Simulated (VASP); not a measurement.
# GaAs (F-43m) in VASP: notebook

GaAs is run at these levels: LDA, r2SCAN, PBE; tasks: single point.

Program: VASP 6.6.1. These are calculated values, not measurements. Logs are shortened: lines on timing, memory, paths and dates and some standing lists are left out, and cuts for length are marked.

### 1 The cell of the first run

The structure is cubic, space group F-43m (No. 216). Conventional cell: a = 5.653 Å, b = 5.653 Å, c = 5.653 Å, α = 90.00°, β = 90.00°, γ = 90.00°. Within 3.2 Å of Ga (site symmetry -43m) lie 4 As at 2.45 Å. As (site symmetry -43m) has 4 Ga at 2.45 Å within 3.2 Å.

### 2 Single point, LDA

Input file INCAR:

```
SYSTEM = GaAs
ALGO = Normal
EDIFF = 1E-6
ENCUT = 500
GGA = CA
GGA_COMPAT = .FALSE.
ISIF = 2
ISMEAR = 0
LASPH = .TRUE.
LCHARG = .TRUE.
LELF = .TRUE.
LREAL = .FALSE.
LVHAR = .TRUE.
LWAVE = .FALSE.
NBANDS = 16
NELM = 120
PREC = Accurate
SIGMA = 0.01
```

Input file KPOINTS:

```
k-points
0
G
  8 8 8
  0 0 0
```

Input file POSCAR:

```
GaAs
1.0
    0.0000000000      2.8265000000      2.8265000000
    2.8265000000      0.0000000000      2.8265000000
    2.8265000000      2.8265000000      0.0000000000
Ga As
1 1
Direct
    0.0000000000      0.0000000000      0.0000000000
    0.2500000000      0.2500000000      0.2500000000
```

Potentials or basis: VASP PAW LDA potentials, release 64 (Ga_d, As).

On the command line:

```bash
cat potpaw_LDA.64/Ga_d/POTCAR potpaw_LDA.64/As/POTCAR > POTCAR
mpirun -np 1 vasp_std > vasp.out
```

OUTCAR:

```text
SYSTEM = GaAs
   EDIFF = 1E-6
   ENCUT = 500
   GGA = CA
   ISIF = 2
   ISMEAR = 0
   LASPH = .TRUE.
   LREAL = .FALSE.
   NELM = 120
   PREC = Accurate

 ion  position               nearest neighbor table
   1  0.000  0.000  0.000-   2 2.45   2 2.45   2 2.45   2 2.45
   2  0.250  0.250  0.250-   1 2.45   1 2.45   1 2.45   1 2.45

  LATTYP: Found a face centered cubic cell.
 ALAT       =     5.6530000000

  Lattice vectors:

 A1 = (   0.0000000000,   2.8265000000,   2.8265000000)
 A2 = (   2.8265000000,   0.0000000000,   2.8265000000)
 A3 = (   2.8265000000,   2.8265000000,   0.0000000000)

Analysis of symmetry for initial positions (statically):
=====================================================================
 Subroutine PRICEL returns:
 Original cell was already a primitive cell.

 Routine SETGRP: Setting up the symmetry group for a
 face centered cubic supercell.

 Subroutine GETGRP returns: Found 24 space group operations
 (whereof 24 operations were pure point group operations)
 out of a pool of 48 trial point group operations.

The static configuration has the point symmetry T_d .

Analysis of symmetry for dynamics (positions and initial velocities):
=====================================================================
 Subroutine PRICEL returns:
 Original cell was already a primitive cell.

 Routine SETGRP: Setting up the symmetry group for a
 face centered cubic supercell.

 Subroutine GETGRP returns: Found 24 space group operations
 (whereof 24 operations were pure point group operations)
 out of a pool of 48 trial point group operations.

The dynamic configuration has the point symmetry T_d .

 Subroutine INISYM returns: Found 24 space group operations
 (whereof 24 operations are pure point group operations),
 and found     1 'primitive' translations

----------------------------------------------------------------------------------------

                                     Primitive cell

  volume of cell :      45.1624

  direct lattice vectors                    reciprocal lattice vectors
     0.000000000  2.826500000  2.826500000    -0.176897223  0.176897223  0.176897223
     2.826500000  0.000000000  2.826500000     0.176897223 -0.176897223  0.176897223
     2.826500000  2.826500000  0.000000000     0.176897223  0.176897223 -0.176897223

  length of vectors
     3.997274634  3.997274634  3.997274634     0.306394977  0.306394977  0.306394977

  position of ions in fractional coordinates (direct lattice)
     0.000000000  0.000000000  0.000000000
     0.250000000  0.250000000  0.250000000

  ion indices of the primitive-cell ions
   primitive index   ion index
                 1           1
                 2           2

----------------------------------------------------------------------------------------

 KPOINTS: k-points

Automatic generation of k-mesh.
 Grid dimensions read from file:
 generate k-points for:    8    8    8

 Generating k-lattice:

  Cartesian coordinates                     Fractional coordinates (reciprocal lattice)
    -0.022112153  0.022112153  0.022112153     0.125000000  0.000000000  0.000000000
     0.022112153 -0.022112153  0.022112153     0.000000000  0.125000000  0.000000000
     0.022112153  0.022112153 -0.022112153     0.000000000  0.000000000  0.125000000

  Length of vectors
     0.038299372  0.038299372  0.038299372

  Shift w.r.t. Gamma in fractional coordinates (k-lattice)
     0.000000000  0.000000000  0.000000000

 Subroutine IBZKPT returns following result:
 ===========================================

 Found     29 irreducible k-points:

 Following reciprocal coordinates:
            Coordinates               Weight
  0.000000  0.000000  0.000000      1.000000
  0.125000  0.000000  0.000000      8.000000
  0.250000  0.000000  0.000000      8.000000
  0.375000  0.000000  0.000000      8.000000
  0.500000  0.000000  0.000000      4.000000
  0.125000  0.125000  0.000000      6.000000
[... 16 lines left out ...]
  0.500000  0.250000  0.125000     48.000000
 -0.375000  0.250000  0.125000     24.000000
 [... further k-points ...]
   k-points           NKPTS =     29   k-points in BZ     NKDIM =     29   number of bands    NBANDS=     16
   number of dos      NEDOS =    301   number of ions     NIONS =      2
   total plane-waves  NPLWV =  27000
   dimension x,y,z NGX =    30 NGY =   30 NGZ =   30
   dimension x,y,z NGXF=    60 NGYF=   60 NGZF=   60
   ions per type =               1   1
   NGX,Y,Z   is equivalent  to a cutoff of  12.48, 12.48, 12.48 a.u.
   NGXF,Y,Z  is equivalent  to a cutoff of  24.95, 24.95, 24.95 a.u.
 SYSTEM =  GaAs
   PREC   = accura    normal or accurate (medium, high low for compatibility)
   ISTART =      0    job   : 0-new  1-cont  2-samecut
   ICHARG =      2    charge: 1-file 2-atom 10-const
   ISPIN  =      1    spin polarized calculation?
   LNONCOLLINEAR =      F non collinear calculations
   LSORBIT =      F    spin-orbit coupling
   LASPH  =      T    aspherical Exc in radial PAW
   ENCUT  =  500.0 eV  36.75 Ry    6.06 a.u.   7.29  7.29  7.29*2*pi/ulx,y,z
   NELM   =    120;   NELMIN=  2; NELMDL= -5     # of ELM steps
   EDIFF  = 0.1E-05   stopping-criterion for ELM
   LREAL  =      F    real-space projection
   EDIFFG = 0.1E-04   stopping-criterion for IOM
   NSW    =      0    number of steps for IOM
   IBRION =     -1    ionic relax: 0-MD 1-quasi-New 2-CG
   NFREE  =      0    steps in history (QN), initial steepest desc. (CG)
   ISIF   =      2    stress and relaxation
   ISYM   =      2    0-nonsym 1-usesym 2-fastsym
   POTIM  = 0.5000    time-step for ionic-motion
   TEBEG  =    0.0;   TEEND  =   0.0 temperature during run
   PSTRESS=    0.0 pullay stress
   NELECT =      18.0000    total number of electrons
   NUPDOWN=      -1.0000    fix difference up-down
   EMIN   =  10.00;   EMAX   =-10.00  energy-range for DOS
   EFERMI =   0.00;   METHOD = LEGACY
   ISMEAR =     0;   SIGMA  =   0.01  broadening in eV -4-tet -1-fermi 0-gaus
   EFERMI_NEDOS =   21; number of points for ismear=-14 and -15
   IALGO  =     38    algorithm
   IMIX   =      4    mixing-type and parameters
     AMIX     =   0.40;   BMIX     =  1.00
     AMIX_MAG =   1.60;   BMIX_MAG =  1.00
  volume/ion in A,a.u.               =      22.58       152.39
  Fermi-wavevector in a.u.,A,eV,Ry     =   1.204777  2.276698 19.748689  1.451488
  Thomas-Fermi vector in A             =   2.340492
   LORBIT       =      0    0 simple, 1 ext, 2 COOP (PROOUT), +10 PAW based schemes
   GGA     = CA    functional components
   LHFCALC =     F    Hartree Fock is set to
   AEXX    =    0.0000 exact exchange contribution
   IVDW    =     0    specifies the selected vdW correction
   LEPSILON=     F    determine dielectric tensor
   LRPA    =     F    only Hartree local field effects (RPA)
 non-spin polarized calculation
 Gauss-broadening in eV      SIGMA  =   0.01
  energy-cutoff  :      500.00
  volume of cell :       45.16
 maximum number of plane-waves:      1162
 NGX is ok and might be reduce to    30
   NGX = 15   NGY = 15   NGZ = 15

 number of electron      17.9999995 magnetization

 Free energy of the ion-electron system (eV)
  ---------------------------------------------------
  ext. energy  EPLUGINS =         0.00000000
  ---------------------------------------------------
  free energy    TOTEN  =        -9.63185025 eV

  energy without entropy =       -9.63185025  energy(sigma->0) =       -9.63185025

 E-fermi :   3.8829     XC(G=0):  -9.9136

 val. band max:        3.8058374048   @ k =   0.0000   0.0000   0.0000
 cond. band min:       4.1397525605   @ k =   0.0000   0.0000   0.0000
 fundamental gap:      0.3339151557
 Fermi energy:         3.8829291946

 k-point     1 :       0.0000    0.0000    0.0000
  band No.  band energies     occupation
      1     -11.1256      2.00000
      2     -11.1256      2.00000
      3     -11.1256      2.00000
      4     -11.0475      2.00000
      5     -11.0475      2.00000
      6      -8.9613      2.00000
[... 8 lines left out ...]
     15      13.9754      0.00000
     16      13.9754      0.00000

 k-point     2 :       0.1250    0.0000    0.0000
  band No.  band energies     occupation
      1     -11.1384      2.00000
      2     -11.1221      2.00000
      3     -11.1221      2.00000
      4     -11.0476      2.00000
      5     -11.0476      2.00000
      6      -8.7792      2.00000
[... 8 lines left out ...]
     15      13.0659      0.00000
     16      13.0659      0.00000

 k-point     3 :       0.2500    0.0000    0.0000
  band No.  band energies     occupation
      1     -11.1668      2.00000
      2     -11.1145      2.00000
      3     -11.1145      2.00000
      4     -11.0472      2.00000
      5     -11.0472      2.00000
      6      -8.2699      2.00000
[... 8 lines left out ...]
     15      12.8118      0.00000
     16      12.8118      0.00000

 k-point     4 :       0.3750    0.0000    0.0000
  band No.  band energies     occupation
      1     -11.1924      2.00000
      2     -11.1085      2.00000
      3     -11.1085      2.00000
      4     -11.0451      2.00000
      5     -11.0451      2.00000
      6      -7.5864      2.00000
[... 8 lines left out ...]
     15      13.9674      0.00000
     16      13.9674      0.00000
[... 324 lines left out ...]
 k-point    22 :       0.3750    0.2500    0.1250
  band No.  band energies     occupation
      1     -11.1885      2.00000
      2     -11.1054      2.00000
      3     -11.1027      2.00000
      4     -11.0554      2.00000
      5     -11.0424      2.00000
      6      -7.8402      2.00000
[... 8 lines left out ...]
     15      14.6317      0.00000
     16      15.0754      0.00000

 k-point    23 :       0.5000    0.2500    0.1250
  band No.  band energies     occupation
      1     -11.2045      2.00000
      2     -11.1020      2.00000
      3     -11.0961      2.00000
      4     -11.0542      2.00000
      5     -11.0428      2.00000
      6      -7.2075      2.00000
[... 8 lines left out ...]
     15      14.5204      0.00000
     16      15.9495      0.00000

 k-point    24 :      -0.3750    0.2500    0.1250
  band No.  band energies     occupation
      1     -11.2105      2.00000
      2     -11.1013      2.00000
      3     -11.0937      2.00000
      4     -11.0518      2.00000
      5     -11.0440      2.00000
      6      -6.8534      2.00000
[... 8 lines left out ...]
     15      15.3052      0.00000
     16      15.8298      0.00000

 [... further k-points ...]

------------------------ aborting loop because EDIFF is reached ----------------------------------------

  FORCE on cell =-STRESS in cart. coord.  units (eV):
  Direction    XX          YY          ZZ          XY          YZ          ZX
  --------------------------------------------------------------------------------------
  -------------------------------------------------------------------------------------
  Total       -0.4532069     -0.4532069     -0.4532069      0.0000000     -0.0000000     -0.0000000
  in kB      -16.0779285    -16.0779285    -16.0779285      0.0000000     -0.0000000     -0.0000000
  external PRESSURE =     -16.0779285 kB  Pullay stress =       0.0000000 kB

 VOLUME and BASIS-vectors are now :
 -----------------------------------------------------------------------------
  energy-cutoff  :      500.00
  volume of cell :       45.16
      direct lattice vectors                 reciprocal lattice vectors
     0.000000000  2.826500000  2.826500000    -0.176897223  0.176897223  0.176897223
     2.826500000  0.000000000  2.826500000     0.176897223 -0.176897223  0.176897223
     2.826500000  2.826500000  0.000000000     0.176897223  0.176897223 -0.176897223

 POSITION                                       TOTAL-FORCE (eV/Angst)
 -----------------------------------------------------------------------------------
      0.00000      0.00000      0.00000        -0.000000     -0.000000     -0.000000
      1.41325      1.41325      1.41325         0.000000      0.000000      0.000000
 -----------------------------------------------------------------------------------
    total drift:                               -0.000000     -0.000000     -0.000000

  FREE ENERGIE OF THE ION-ELECTRON SYSTEM (eV)
  ---------------------------------------------------
  free  energy   TOTEN  =        -9.6318502494 eV

  energy  without entropy=       -9.6318502494  energy(sigma->0) =       -9.63185025
```

Wall time 28 s (1 thread of Intel Xeon 8259CL, shared host); peak memory 0.16 GiB.

What came out:

| Item | Value |
| --- | --- |
| Free energy | -9.6319 eV |
| Pressure | -1.6 GPa |
| Band gap on the k mesh | 0.33 eV, direct |

### 3 Single point, r2SCAN

POSCAR is that of step 2.

Input file INCAR.step1:

```
ALGO = Normal
EDIFF = 1E-5
ENCUT = 550
GGA = PE
GGA_COMPAT = F
ISMEAR = 0
LASPH = T
LCHARG = F
LREAL = F
LWAVE = T
NBANDS = 16
NELM = 120
PREC = Accurate
SIGMA = 0.01
```

Input file INCAR.step2:

```
ALGO = Normal
EDIFF = 1E-6
ENCUT = 550
GGA_COMPAT = F
ISIF = 2
ISMEAR = 0
ISTART = 1
LASPH = T
LCHARG = F
LMIXTAU = T
LREAL = F
LWAVE = F
METAGGA = R2SCAN
NBANDS = 16
NELM = 120
PREC = Accurate
SIGMA = 0.01
```

Input file KPOINTS:

```
k-points
0
Gamma
  8 8 8
```

Potentials or basis: VASP PAW PBE potentials, release 64 (Ga_d, As).

On the command line:

```bash
cat potpaw_PBE.64/Ga_d/POTCAR potpaw_PBE.64/As/POTCAR > POTCAR
cp INCAR.step1 INCAR
mpirun -np 1 vasp_std > vasp.out
cp INCAR.step2 INCAR
mpirun -np 1 vasp_std > vasp.out
```

It took 1.9 min on 1 thread of Intel Xeon 8259CL, shared host; peak memory 0.19 GiB.

Results (log left out):

```yaml
Free_energy: -27.0525 eV
Pressure: 0.6 GPa
Band_gap_on_the_k_mesh: 1.00 eV, direct
```

Levels at points of the mesh, in eV from the valence-band top:
```tsv
k point	band 7	band 8	band 9	band 10	band 11	band 12
(0.00, 0.00, 0.00)	0.00	0.00	0.00	1.00	4.04	4.04
(0.50, 0.00, 0.00)	-6.82	-1.19	-1.19	1.36	4.99	4.99
(0.50, 0.50, 0.00)	-7.00	-2.78	-2.78	1.76	1.95	10.87
```

Caveat: the PAW data sets were made with another functional, which shifts forces and pressure a little.

### 4 Single point, PBE, non-collinear spin, zero start, spin-orbit coupling

Input file INCAR:

```
ALGO = Normal
EDIFF = 1E-6
ENCUT = 500
GGA = PE
GGA_COMPAT = False
ISIF = 2
ISMEAR = 0
LASPH = True
LCHARG = False
LORBIT = 11
LORBMOM = True
LREAL = False
LSORBIT = True
LWAVE = False
MAGMOM = 0 0 0 0 0 0
NBANDS = 30
NELM = 200
PREC = Accurate
SIGMA = 0.01
```

KPOINTS is that of step 3.

POSCAR is that of step 3.

On the command line:

```bash
cat potpaw_PBE.64/Ga_d/POTCAR potpaw_PBE.64/As/POTCAR > POTCAR
mpirun -np 1 vasp_ncl > vasp.out
```

Wall time 4 min (1 thread of Intel Xeon 8259CL, shared host); peak memory 0.32 GiB.

It converged, with:

```
Free energy                                           : -8.2645 eV
Pressure                                              : 3.5 GPa
Net moment                                            : 0.00 μB per cell
Valence electrons inside the program's atomic spheres : Ga 11.68; As 2.84
```

Moments on the atoms (μB; x, y, z):
```
Ga  0.00 0.00 0.00
As  0.00 0.00 0.00
```

### 5 Summary

```tsv
level	potentials or basis	spin	cutoff (eV)	gap on the mesh (eV)	pressure (GPa)
LDA	VASP PAW LDA potentials, release 64 (Ga_d, As)	off	500	0.33	-1.6
r2SCAN	VASP PAW PBE potentials, release 64 (Ga_d, As)	off	550	1.00	0.6
PBE	VASP PAW PBE potentials, release 64 (Ga_d, As)	non-collinear, zero start, SOC	500	-	3.5
```

Alike in all rows: task single point; cell as given; k mesh 8 × 8 × 8; smearing gaussian 0.01 eV.

Caveats: the PAW data sets were made with another functional, which shifts forces and pressure a little (some runs).

Total energies depend on the potentials used, so only differences within one code and one set of settings carry meaning.
